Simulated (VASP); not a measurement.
SnTe:

```
CELL_PARAMETERS angstrom
0.00000 3.61115 3.61115
3.61115 0.00000 3.61115
3.61115 3.61115 0.00000
ATOMIC_POSITIONS crystal
Sn 0.00000 0.00000 0.00000
Te 0.25000 0.25000 0.25000
```

- Program: VASP 6.6.1
- Task: relaxation of cell and atoms
- Functional: PBEsol
- Dispersion: D3(BJ)
- Potentials or basis: VASP PAW PBE potentials, release 64 (Sn_d, Te)
- Cutoff: 500 eV
- k mesh: 6 × 6 × 6
- Occupations: gaussian, width 0.01 eV
- Spin: no spin polarisation

At the start: pressure -2.2 GPa; volume 47.09 Å³/atom.

Q: How do energy, volume and symmetry change on relaxing?

A: Over 4 steps the energy falls by 25.6 meV/atom and the volume is 43.78 Å³/atom (-7.0 %); space group F-43m (No. 216, to 0.1 Å) before and after.

Step by step:
```tsv
step	energy change (eV)	largest force (eV/Å)	pressure (GPa)	volume (Å³)
1	0.0000	0.0000	-2.24	94.18
2	-0.0469	0.0000	0.68	85.48
3	-0.0512	0.0000	0.12	87.24
4	-0.0513	0.0000	-0.01	87.55
```

Final structure:
```yaml
crystal:
  lattice:
    - [0.00000, 3.52433, 3.52433]
    - [3.52433, 0.00000, 3.52433]
    - [3.52433, 3.52433, 0.00000]
  atoms:
    - { symbol: Sn, position: [0.00000, 0.00000, 0.00000] }
    - { symbol: Te, position: [0.25000, 0.25000, 0.25000] }
```

Caveat: the PAW data sets were made with another functional, which shifts forces and pressure a little.
